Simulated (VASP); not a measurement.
Runs of VASP 6.6.1 on AlNi. The structure is that of space group Pm-3m (No. 221), or close to it. The cells are those of the table. 

| cell | further INCAR settings | gap on the mesh (eV) | pressure (GPa) |
| --- | --- | --- | --- |
| a = 2.844, b = 2.844, c = 2.869 Å, 2 atoms | ALGO = Fast; EDIFF = 1e-06; NBANDS = 14 | none | (a) |
| a = 2.901, b = 2.901, c = 2.869 Å, 2 atoms | ALGO = Fast; EDIFF = 1e-07; NBANDS = 14 | none | (b) |
| a = 2.816, b = 2.816, c = 2.869 Å, 2 atoms | ALGO = Fast; EDIFF = 1e-06; NBANDS = 14 | none | 5.8 |
| a = 2.873, b = 2.873, c = 2.869 Å, 2 atoms | ALGO = Fast; EDIFF = 1e-07; NBANDS = 14 | none | -1.5 |
| a = 2.909, b = 2.909, c = 2.869 Å, 2 atoms | ALGO = Fast; EDIFF = 1e-06; NBANDS = 14 | none | -5.7 |

Alike in all rows: task single point; level PBEsol; potentials or basis VASP PAW PBE potentials, release 64 (Al, Ni); no spin polarisation; k mesh 20 × 20 × 20; cutoff (eV) 520; smearing gaussian 0.15 eV.

Question: Fill in the values left out.

Answer: (a) 1.8; (b) -4.9.

Caveats: the PAW data sets were made with another functional, which shifts forces and pressure a little.

A gap of «none» marks levels without a gap at the run's occupations.
